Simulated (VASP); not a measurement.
# Au (Fm-3m) in VASP: notebook, part 2 of 2

VASP 6.6.1. Earlier steps stand in the parts before.

**3. Single point, PBE**

This run uses another cell than the first one, of 18.32 Å³/atom.

INCAR

```
PREC = Accurate
ENCUT = 520
EDIFF = 1E-7
ISMEAR = -1
SIGMA = 0.06122561905347299
LREAL = F
LASPH = T
NELM = 80
ALGO = Normal
ISIF = 2
LWAVE = F
LCHARG = F
GGA = PE
NBANDS = 12
```

KPOINTS

```
Automatic mesh
0
Gamma
  45 45 45
```

POSCAR

```
Au
1.0
    0.0000000000      2.0924381474      2.0924381474
    2.0924381474      0.0000000000      2.0924381474
    2.0924381474      2.0924381474      0.0000000000
Au
1
Direct
    0.0000000000      0.0000000000      0.0000000000
```

Potentials or basis: VASP PAW PBE potentials, release 64 (Au).

The run is started by

```bash
cat potpaw_PBE.64/Au/POTCAR > POTCAR
mpirun -np 1 vasp_std > vasp.out
```

OUTCAR:

```text
PREC = Accurate
   ENCUT = 520
   EDIFF = 1E-7
   ISMEAR = -1
   LREAL = F
   LASPH = T
   NELM = 80
   ISIF = 2
   GGA = PE

 ion  position               nearest neighbor table
   1  0.000  0.000  0.000-

  LATTYP: Found a face centered cubic cell.
 ALAT       =     4.1848762948

  Lattice vectors:

 A1 = (   0.0000000000,   2.0924381474,   2.0924381474)
 A2 = (   2.0924381474,   0.0000000000,   2.0924381474)
 A3 = (   2.0924381474,   2.0924381474,   0.0000000000)

Analysis of symmetry for initial positions (statically):
=====================================================================
 Subroutine PRICEL returns:
 Original cell was already a primitive cell.

 Routine SETGRP: Setting up the symmetry group for a
 face centered cubic supercell.

 Subroutine GETGRP returns: Found 48 space group operations
 (whereof 48 operations were pure point group operations)
 out of a pool of 48 trial point group operations.

The static configuration has the point symmetry O_h .

Analysis of symmetry for dynamics (positions and initial velocities):
=====================================================================
 Subroutine PRICEL returns:
 Original cell was already a primitive cell.

 Routine SETGRP: Setting up the symmetry group for a
 face centered cubic supercell.

 Subroutine GETGRP returns: Found 48 space group operations
 (whereof 48 operations were pure point group operations)
 out of a pool of 48 trial point group operations.

The dynamic configuration has the point symmetry O_h .

 Subroutine INISYM returns: Found 48 space group operations
 (whereof 48 operations are pure point group operations),
 and found     1 'primitive' translations

----------------------------------------------------------------------------------------

                                     Primitive cell

  volume of cell :      18.3226

  direct lattice vectors                    reciprocal lattice vectors
     0.000000000  2.092438147  2.092438147    -0.238955689  0.238955689  0.238955689
     2.092438147  0.000000000  2.092438147     0.238955689 -0.238955689  0.238955689
     2.092438147  2.092438147  0.000000000     0.238955689  0.238955689 -0.238955689

  length of vectors
     2.959154406  2.959154406  2.959154406     0.413883395  0.413883395  0.413883395

  position of ions in fractional coordinates (direct lattice)
     0.000000000  0.000000000  0.000000000

  ion indices of the primitive-cell ions
   primitive index   ion index
                 1           1

----------------------------------------------------------------------------------------

 KPOINTS: Automatic mesh

Automatic generation of k-mesh.
 Grid dimensions read from file:
 generate k-points for:   45   45   45

 Generating k-lattice:

  Cartesian coordinates                     Fractional coordinates (reciprocal lattice)
    -0.005310126  0.005310126  0.005310126     0.022222222  0.000000000  0.000000000
     0.005310126 -0.005310126  0.005310126     0.000000000  0.022222222  0.000000000
     0.005310126  0.005310126 -0.005310126     0.000000000  0.000000000  0.022222222

  Length of vectors
     0.009197409  0.009197409  0.009197409

  Shift w.r.t. Gamma in fractional coordinates (k-lattice)
     0.000000000  0.000000000  0.000000000

 Subroutine IBZKPT returns following result:
 ===========================================

 Found   2300 irreducible k-points:

 Following reciprocal coordinates:
            Coordinates               Weight
  0.000000  0.000000  0.000000      1.000000
  0.022222  0.000000  0.000000      8.000000
  0.044444  0.000000  0.000000      8.000000
  0.066667  0.000000  0.000000      8.000000
  0.088889  0.000000  0.000000      8.000000
  0.111111  0.000000  0.000000      8.000000
[... 16 lines left out ...]
  0.488889  0.000000  0.000000      8.000000
  0.022222  0.022222  0.000000      6.000000
 [... further k-points ...]
   k-points           NKPTS =   2300   k-points in BZ     NKDIM =   2300   number of bands    NBANDS=     12
   number of dos      NEDOS =    301   number of ions     NIONS =      1
   total plane-waves  NPLWV =  13824
   dimension x,y,z NGX =    24 NGY =   24 NGZ =   24
   dimension x,y,z NGXF=    48 NGYF=   48 NGZF=   48
   ions per type =               1
   NGX,Y,Z   is equivalent  to a cutoff of  13.48, 13.48, 13.48 a.u.
   NGXF,Y,Z  is equivalent  to a cutoff of  26.97, 26.97, 26.97 a.u.
 SYSTEM =  unknown system
   PREC   = accura    normal or accurate (medium, high low for compatibility)
   ISTART =      0    job   : 0-new  1-cont  2-samecut
   ICHARG =      2    charge: 1-file 2-atom 10-const
   ISPIN  =      1    spin polarized calculation?
   LNONCOLLINEAR =      F non collinear calculations
   LSORBIT =      F    spin-orbit coupling
   LASPH  =      T    aspherical Exc in radial PAW
   ENCUT  =  520.0 eV  38.22 Ry    6.18 a.u.   5.50  5.50  5.50*2*pi/ulx,y,z
   NELM   =     80;   NELMIN=  2; NELMDL= -5     # of ELM steps
   EDIFF  = 0.1E-06   stopping-criterion for ELM
   LREAL  =      F    real-space projection
   EDIFFG = 0.1E-05   stopping-criterion for IOM
   NSW    =      0    number of steps for IOM
   IBRION =     -1    ionic relax: 0-MD 1-quasi-New 2-CG
   NFREE  =      0    steps in history (QN), initial steepest desc. (CG)
   ISIF   =      2    stress and relaxation
   ISYM   =      2    0-nonsym 1-usesym 2-fastsym
   POTIM  = 0.5000    time-step for ionic-motion
   TEBEG  =    0.0;   TEEND  =   0.0 temperature during run
   PSTRESS=    0.0 pullay stress
   NELECT =      11.0000    total number of electrons
   NUPDOWN=      -1.0000    fix difference up-down
   EMIN   =  10.00;   EMAX   =-10.00  energy-range for DOS
   EFERMI =   0.00;   METHOD = LEGACY
   ISMEAR =    -1;   SIGMA  =   0.06  broadening in eV -4-tet -1-fermi 0-gaus
   EFERMI_NEDOS =   21; number of points for ismear=-14 and -15
   IALGO  =     38    algorithm
   IMIX   =      4    mixing-type and parameters
     AMIX     =   0.40;   BMIX     =  1.00
     AMIX_MAG =   1.60;   BMIX_MAG =  1.00
  volume/ion in A,a.u.               =      18.32       123.65
  Fermi-wavevector in a.u.,A,eV,Ry     =   1.381051  2.609808 25.950423  1.907302
  Thomas-Fermi vector in A             =   2.505871
   LORBIT       =      0    0 simple, 1 ext, 2 COOP (PROOUT), +10 PAW based schemes
   GGA     = PE    functional components
   LHFCALC =     F    Hartree Fock is set to
   AEXX    =    0.0000 exact exchange contribution
   IVDW    =     0    specifies the selected vdW correction
   LEPSILON=     F    determine dielectric tensor
   LRPA    =     F    only Hartree local field effects (RPA)
 non-spin polarized calculation
  energy-cutoff  :      520.00
  volume of cell :       18.32
 maximum number of plane-waves:       531
 NGX is ok and might be reduce to    24
   NGX = 11   NGY = 11   NGZ = 11

 number of electron      11.0000000 magnetization

 Free energy of the ion-electron system (eV)
  ---------------------------------------------------
  ext. energy  EPLUGINS =         0.00000000
  ---------------------------------------------------
  free energy    TOTEN  =        -3.21926700 eV

  energy without entropy =       -3.21579005  energy(sigma->0) =       -3.21752853

 E-fermi :   8.3223     XC(G=0): -12.2863

 val. band max:        8.3187221226   @ k =  -0.4889   0.2667   0.1333
 cond. band min:       8.3231596015   @ k =  -0.4889   0.3111   0.1556
 fundamental gap:      0.0044374789
 Fermi energy:         8.3222859301

 k-point     1 :       0.0000    0.0000    0.0000
  band No.  band energies     occupation
      1      -0.8012      2.00000
      2       3.9901      2.00000
      3       3.9901      2.00000
      4       3.9901      2.00000
      5       5.3216      2.00000
      6       5.3216      2.00000
      7      22.9084      0.00000
      8      26.4898      0.00000
      9      26.4898      0.00000
     10      26.4898      0.00000
     11      31.1718      0.00000
     12      35.0634      0.00000
[... 331 lines left out ...]
 k-point    24 :       0.0222    0.0222    0.0000
  band No.  band energies     occupation
      1      -0.7795      2.00000
      2       3.9795      2.00000
      3       3.9993      2.00000
      4       3.9993      2.00000
      5       5.3104      2.00000
      6       5.3261      2.00000
      7      22.9323      0.00000
      8      26.3990      0.00000
      9      26.4706      0.00000
     10      26.4706      0.00000
     11      31.3268      0.00000
     12      34.7115      0.00000

 [... further k-points ...]

------------------------ aborting loop because EDIFF is reached ----------------------------------------

  FORCE on cell =-STRESS in cart. coord.  units (eV):
  Direction    XX          YY          ZZ          XY          YZ          ZX
  --------------------------------------------------------------------------------------
  -------------------------------------------------------------------------------------
  Total       -0.3188061     -0.3188061     -0.3188061     -0.0000000      0.0000000      0.0000000
  in kB      -27.8772109    -27.8772109    -27.8772109     -0.0000000      0.0000000      0.0000000
  external PRESSURE =     -27.8772109 kB  Pullay stress =       0.0000000 kB

 VOLUME and BASIS-vectors are now :
 -----------------------------------------------------------------------------
  energy-cutoff  :      520.00
  volume of cell :       18.32
      direct lattice vectors                 reciprocal lattice vectors
     0.000000000  2.092438147  2.092438147    -0.238955689  0.238955689  0.238955689
     2.092438147  0.000000000  2.092438147     0.238955689 -0.238955689  0.238955689
     2.092438147  2.092438147  0.000000000     0.238955689  0.238955689 -0.238955689

 POSITION                                       TOTAL-FORCE (eV/Angst)
 -----------------------------------------------------------------------------------
      0.00000      0.00000      0.00000         0.000000      0.000000      0.000000
 -----------------------------------------------------------------------------------
    total drift:                               -0.000000      0.000000     -0.000000

  FREE ENERGIE OF THE ION-ELECTRON SYSTEM (eV)
  ---------------------------------------------------
  free  energy   TOTEN  =        -3.2192670000 eV

  energy  without entropy=       -3.2157900512  energy(sigma->0) =       -3.21752853
```

Wall time 1.9 min (1 thread of Intel Xeon 6975P-C (Granite Rapids), shared host); peak memory 0.58 GiB.

Results:

```yaml
Free_energy: -3.2193 eV
Pressure: -2.8 GPa
Band_gap_on_the_k_mesh: zero (an odd number of electrons rules out a gap without spin polarisation)
```

Caveat: spin-orbit coupling is left out, which moves the levels of the heavy elements.
